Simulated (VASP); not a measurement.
# Na3La (P6_3/mmc) in VASP: single point with r2SCAN

Aim: the single point of Na3La with r2SCAN.

Program: VASP 6.6.1. These are calculated values, not measurements. Logs are shortened: lines on timing, memory, paths and dates and some standing lists are left out, and cuts for length are marked.

### Step 1. The cell of the first run

The structure is hexagonal, space group P6_3/mmc (No. 194). Conventional cell: a = 7.538 Å, b = 7.538 Å, c = 5.897 Å, α = 90.00°, β = 90.00°, γ = 120.00°. Within 4.7 Å of Na (site symmetry mm2) lie 8 Na at 3.62 to 3.92 Å and 4 La at 3.72 to 3.77 Å. Within 4.9 Å of La (site symmetry -6m2) lie 12 Na at 3.72 to 3.77 Å.

### Step 2. Single point, r2SCAN

POSCAR

```
Na3La
1.0
    7.5383742700      0.0000000000      0.0000000000
   -3.7691871300      6.5284236200      0.0000000000
    0.0000000000      0.0000000000      5.8973180000
Na La
6 2
Direct
    0.1601870000      0.3203740000      0.2500000000
    0.1601870000      0.8398130000      0.2500000000
    0.6796260000      0.8398130000      0.2500000000
    0.8398130000      0.6796260000      0.7500000000
    0.8398130000      0.1601870000      0.7500000000
    0.3203740000      0.1601870000      0.7500000000
    0.3333333333      0.6666666667      0.7500000000
    0.6666666667      0.3333333333      0.2500000000
```

INCAR.step1

```
ALGO     = Normal         # electronic algorithm
EDIFF    = 1E-4           # SCF threshold, eV
ENCUT    = 520            # plane-wave cutoff, eV
GGA      = PE             # functional
ISMEAR   = -1             # smearing method
LASPH    = True           # aspherical terms in the spheres
LCHARG   = False          # write CHGCAR
LREAL    = False          # projectors in reciprocal space
LWAVE    = True           # write WAVECAR
NBANDS   = 42             # bands
NELM     = 100            # most SCF steps
PREC     = Accurate       # precision mode
SIGMA    = 0.1            # smearing width, eV
```

INCAR.step2

```
ALGO     = Normal         # electronic algorithm
EDIFF    = 1E-7           # SCF threshold, eV
ENCUT    = 520            # plane-wave cutoff, eV
ISIF     = 2              # what is computed and relaxed
ISMEAR   = -1             # smearing method
ISTART   = 1            
LASPH    = True           # aspherical terms in the spheres
LCHARG   = True           # write CHGCAR
LELF     = True           # ELF
LMIXTAU  = True         
LREAL    = False          # projectors in reciprocal space
LVHAR    = True         
LWAVE    = False          # write WAVECAR
METAGGA  = R2SCAN         # meta-GGA
NBANDS   = 42             # bands
NELM     = 100            # most SCF steps
PREC     = Accurate       # precision mode
SIGMA    = 0.1            # smearing width, eV
```

KPOINTS

```
k-points
0
Gamma
  4 4 4
```

Potentials or basis: VASP PAW PBE potentials, release 64 (Na_pv, La).

Run with:

```
$ cat potpaw_PBE.64/Na_pv/POTCAR potpaw_PBE.64/La/POTCAR > POTCAR
$ cp INCAR.step1 INCAR
$ mpirun -np 1 vasp_std > vasp.out
$ cp INCAR.step2 INCAR
$ mpirun -np 1 vasp_std > vasp.out
```

OUTCAR:

```text
EDIFF = 1E-7
   ENCUT = 520
   ISIF = 2
   ISMEAR = -1
   ISTART = 1
   LASPH = True
   LREAL = False
   METAGGA = R2SCAN
   NELM = 100
   PREC = Accurate

 ion  position               nearest neighbor table
   1  0.160  0.320  0.250-
   2  0.160  0.840  0.250-
   3  0.680  0.840  0.250-
   4  0.840  0.680  0.750-
   5  0.840  0.160  0.750-
   6  0.320  0.160  0.750-
   7  0.333  0.667  0.750-
   8  0.667  0.333  0.250-

  LATTYP: Found a hexagonal cell.
 ALAT       =     7.5383742700
 C/A-ratio  =     0.7823063420

  Lattice vectors:

 A1 = (   7.5383742700,   0.0000000000,   0.0000000000)
 A2 = (  -3.7691871300,   6.5284236200,   0.0000000000)
 A3 = (   0.0000000000,   0.0000000000,   5.8973180000)

Analysis of symmetry for initial positions (statically):
=====================================================================
 Subroutine PRICEL returns:
 Original cell was already a primitive cell.

 Routine SETGRP: Setting up the symmetry group for a
 hexagonal supercell.

 Subroutine GETGRP returns: Found 24 space group operations
 (whereof 12 operations were pure point group operations)
 out of a pool of 24 trial point group operations.

The static configuration has the point symmetry D_3d.
 The point group associated with its full space group is D_6h.

Analysis of symmetry for dynamics (positions and initial velocities):
=====================================================================
 Subroutine PRICEL returns:
 Original cell was already a primitive cell.

 Routine SETGRP: Setting up the symmetry group for a
 hexagonal supercell.

 Subroutine GETGRP returns: Found 24 space group operations
 (whereof 12 operations were pure point group operations)
 out of a pool of 24 trial point group operations.

The dynamic configuration has the point symmetry D_3d.
 The point group associated with its full space group is D_6h.

 Subroutine INISYM returns: Found 24 space group operations
 (whereof 12 operations are pure point group operations),
 and found     1 'primitive' translations

----------------------------------------------------------------------------------------

                                     Primitive cell

  volume of cell :     290.2288

  direct lattice vectors                    reciprocal lattice vectors
     7.538374270  0.000000000  0.000000000     0.132654597  0.076588167  0.000000000
    -3.769187130  6.528423620  0.000000000     0.000000000  0.153176334  0.000000000
     0.000000000  0.000000000  5.897318000     0.000000000  0.000000000  0.169568607

  length of vectors
     7.538374270  7.538374267  5.897318000     0.153176334  0.153176334  0.169568607

  position of ions in fractional coordinates (direct lattice)
     0.160187000  0.320374000  0.250000000
     0.160187000  0.839813000  0.250000000
     0.679626000  0.839813000  0.250000000
     0.839813000  0.679626000  0.750000000
     0.839813000  0.160187000  0.750000000
     0.320374000  0.160187000  0.750000000
     0.333333333  0.666666667  0.750000000
     0.666666667  0.333333333  0.250000000

  ion indices of the primitive-cell ions
   primitive index   ion index
                 1           1
                 2           2
                 3           3
                 4           4
                 5           5
                 6           6
                 7           7
                 8           8

----------------------------------------------------------------------------------------

 KPOINTS: k-points

Automatic generation of k-mesh.
 Grid dimensions read from file:
 generate k-points for:    4    4    4

 Generating k-lattice:

  Cartesian coordinates                     Fractional coordinates (reciprocal lattice)
     0.033163649  0.019147042  0.000000000     0.250000000  0.000000000  0.000000000
     0.000000000  0.038294084  0.000000000     0.000000000  0.250000000  0.000000000
     0.000000000  0.000000000  0.042392152     0.000000000  0.000000000  0.250000000

  Length of vectors
     0.038294084  0.038294084  0.042392152

  Shift w.r.t. Gamma in fractional coordinates (k-lattice)
     0.000000000  0.000000000  0.000000000

 Subroutine IBZKPT returns following result:
 ===========================================

 Found     12 irreducible k-points:

 Following reciprocal coordinates:
            Coordinates               Weight
  0.000000  0.000000  0.000000      1.000000
  0.250000 -0.000000  0.000000      6.000000
  0.500000 -0.000000  0.000000      3.000000
  0.250000  0.250000  0.000000      6.000000
  0.000000  0.000000  0.250000      2.000000
  0.250000 -0.000000  0.250000     12.000000
  0.500000 -0.000000  0.250000      6.000000
  0.250000  0.250000  0.250000     12.000000
  0.000000  0.000000  0.500000      1.000000
  0.250000 -0.000000  0.500000      6.000000
  0.500000 -0.000000  0.500000      3.000000
  0.250000  0.250000  0.500000      6.000000
   k-points           NKPTS =     12   k-points in BZ     NKDIM =     12   number of bands    NBANDS=     42
   number of dos      NEDOS =    301   number of ions     NIONS =      8
   total plane-waves  NPLWV = 150528
   dimension x,y,z NGX =    56 NGY =   56 NGZ =   48
   dimension x,y,z NGXF=   112 NGYF=  112 NGZF=   96
   ions per type =               6   2
   NGX,Y,Z   is equivalent  to a cutoff of  12.35, 12.35, 13.53 a.u.
   NGXF,Y,Z  is equivalent  to a cutoff of  24.70, 24.70, 27.06 a.u.
 SYSTEM =  unknown system
   PREC   = accura    normal or accurate (medium, high low for compatibility)
   ISTART =      1    job   : 0-new  1-cont  2-samecut
   ICHARG =      0    charge: 1-file 2-atom 10-const
   ISPIN  =      1    spin polarized calculation?
   LNONCOLLINEAR =      F non collinear calculations
   LSORBIT =      F    spin-orbit coupling
   LASPH  =      T    aspherical Exc in radial PAW
   ENCUT  =  520.0 eV  38.22 Ry    6.18 a.u.  14.02 14.02 10.97*2*pi/ulx,y,z
   NELM   =    100;   NELMIN=  2; NELMDL=  0     # of ELM steps
   EDIFF  = 0.1E-06   stopping-criterion for ELM
   LREAL  =      F    real-space projection
   EDIFFG = 0.1E-05   stopping-criterion for IOM
   NSW    =      0    number of steps for IOM
   IBRION =     -1    ionic relax: 0-MD 1-quasi-New 2-CG
   NFREE  =      0    steps in history (QN), initial steepest desc. (CG)
   ISIF   =      2    stress and relaxation
   ISYM   =      2    0-nonsym 1-usesym 2-fastsym
   POTIM  = 0.5000    time-step for ionic-motion
   TEBEG  =    0.0;   TEEND  =   0.0 temperature during run
   PSTRESS=    0.0 pullay stress
   NELECT =      64.0000    total number of electrons
   NUPDOWN=      -1.0000    fix difference up-down
   EMIN   =  10.00;   EMAX   =-10.00  energy-range for DOS
   EFERMI =   0.00;   METHOD = LEGACY
   ISMEAR =    -1;   SIGMA  =   0.10  broadening in eV -4-tet -1-fermi 0-gaus
   EFERMI_NEDOS =   21; number of points for ismear=-14 and -15
   IALGO  =     38    algorithm
   IMIX   =      4    mixing-type and parameters
     AMIX     =   0.40;   BMIX     =  1.00
     AMIX_MAG =   1.60;   BMIX_MAG =  1.00
  volume/ion in A,a.u.               =      36.28       244.82
  Fermi-wavevector in a.u.,A,eV,Ry     =   0.989057  1.869047 13.309677  0.978234
  Thomas-Fermi vector in A             =   2.120628
   LORBIT       =      0    0 simple, 1 ext, 2 COOP (PROOUT), +10 PAW based schemes
   METAGGA = R2SCAN    functional components
   LHFCALC =     F    Hartree Fock is set to
   AEXX    =    0.0000 exact exchange contribution
   IVDW    =     0    specifies the selected vdW correction
   LEPSILON=     F    determine dielectric tensor
   LRPA    =     F    only Hartree local field effects (RPA)
 non-spin polarized calculation
  energy-cutoff  :      520.00
  volume of cell :      290.23
 maximum number of plane-waves:      7840
   NGX = 29   NGY = 29   NGZ = 21

 number of electron      63.9999961 magnetization

 Free energy of the ion-electron system (eV)
  ---------------------------------------------------
  ext. energy  EPLUGINS =         0.00000000
  ---------------------------------------------------
  free energy    TOTEN  =       -78.61979127 eV

  energy without entropy =      -78.34476351  energy(sigma->0) =      -78.48227739

 E-fermi :   2.2924     XC(G=0):  -7.9549

 val. band max:        2.2518827021   @ k =   0.5000  -0.0000   0.2500
 cond. band min:       2.2984978806   @ k =   0.2500   0.2500   0.0000
 fundamental gap:      0.0466151784
 Fermi energy:         2.2923796094

 k-point     1 :       0.0000    0.0000    0.0000
  band No.  band energies     occupation
      1     -32.9797      2.00000
      2     -32.9776      2.00000
      3     -23.0704      2.00000
      4     -23.0667      2.00000
      5     -23.0581      2.00000
      6     -23.0575      2.00000
[... 34 lines left out ...]
     41       3.1825      0.00027
     42       3.1869      0.00026

 k-point     2 :       0.2500   -0.0000    0.0000
  band No.  band energies     occupation
      1     -32.9795      2.00000
      2     -32.9779      2.00000
      3     -23.0698      2.00000
      4     -23.0642      2.00000
      5     -23.0581      2.00000
      6     -23.0575      2.00000
[... 34 lines left out ...]
     41       3.1857      0.00026
     42       3.1937      0.00024

 k-point     3 :       0.5000   -0.0000    0.0000
  band No.  band energies     occupation
      1     -32.9790      2.00000
      2     -32.9783      2.00000
      3     -23.0691      2.00000
      4     -23.0611      2.00000
      5     -23.0588      2.00000
      6     -23.0576      2.00000
[... 357 lines left out ...]
      4     -23.0635      2.00000
      5     -23.0602      2.00000
      6     -23.0602      2.00000
[... 34 lines left out ...]
     41       3.2058      0.00022
     42       3.2080      0.00021

 k-point    12 :       0.2500    0.2500    0.5000
  band No.  band energies     occupation
      1     -32.9786      2.00000
      2     -32.9786      2.00000
      3     -23.0623      2.00000
      4     -23.0623      2.00000
      5     -23.0616      2.00000
      6     -23.0616      2.00000
[... 34 lines left out ...]
     41       3.2003      0.00023
     42       3.2032      0.00022

------------------------ aborting loop because EDIFF is reached ----------------------------------------

  FORCE on cell =-STRESS in cart. coord.  units (eV):
  Direction    XX          YY          ZZ          XY          YZ          ZX
  --------------------------------------------------------------------------------------
  -------------------------------------------------------------------------------------
  Total        0.4893010      0.4893010      0.6309137      0.0000000      0.0000000      0.0000000
  in kB        2.7011339      2.7011339      3.4828916      0.0000000      0.0000000      0.0000000
  external PRESSURE =       2.9617198 kB  Pullay stress =       0.0000000 kB

 VOLUME and BASIS-vectors are now :
 -----------------------------------------------------------------------------
  energy-cutoff  :      520.00
  volume of cell :      290.23
      direct lattice vectors                 reciprocal lattice vectors
     7.538374270  0.000000000  0.000000000     0.132654597  0.076588167  0.000000000
    -3.769187130  6.528423620  0.000000000     0.000000000  0.153176334  0.000000000
     0.000000000  0.000000000  5.897318000     0.000000000  0.000000000  0.169568607

 POSITION                                       TOTAL-FORCE (eV/Angst)
 -----------------------------------------------------------------------------------
      0.00000      2.09154      1.47433         0.000000      0.005479     -0.000000
     -1.95786      5.48266      1.47433         0.004745     -0.002739      0.000000
      1.95786      5.48266      1.47433        -0.004745     -0.002739      0.000000
      3.76919      4.43689      4.42299        -0.000000     -0.005479      0.000000
      5.72705      1.04577      4.42299        -0.004745      0.002739     -0.000000
      1.81132      1.04577      4.42299         0.004745      0.002739     -0.000000
      0.00000      4.35228      4.42299        -0.000000     -0.000000      0.000000
      3.76919      2.17614      1.47433         0.000000     -0.000000      0.000000
 -----------------------------------------------------------------------------------
    total drift:                               -0.000000      0.000000     -0.000000

  FREE ENERGIE OF THE ION-ELECTRON SYSTEM (eV)
  ---------------------------------------------------
  free  energy   TOTEN  =       -78.6197912748 eV

  energy  without entropy=      -78.3447635066  energy(sigma->0) =      -78.48227739
```

Wall time 22 min (1 thread of Intel Xeon Platinum 8488C (Sapphire Rapids), shared host); peak memory 0.47 GiB.

What came out:

| Quantity | Value |
| --- | --- |
| Free energy | -78.6198 eV |
| Pressure | 0.3 GPa |
| Largest force | 0.005 eV/Å |
| Band gap on the k mesh | zero (bands 32 and 33 overlap by 0.28 eV) |

Forces on the atoms (eV/Å):
```
Na   0.000  0.005  0.000
Na   0.005 -0.003  0.000
Na  -0.005 -0.003  0.000
Na   0.000 -0.005  0.000
Na  -0.005  0.003  0.000
Na   0.005  0.003  0.000
La   0.000  0.000  0.000
La   0.000  0.000  0.000
```

Caveat: the PAW data sets were made with another functional, which shifts forces and pressure a little; spin-orbit coupling is left out, which moves the levels of the heavy elements.
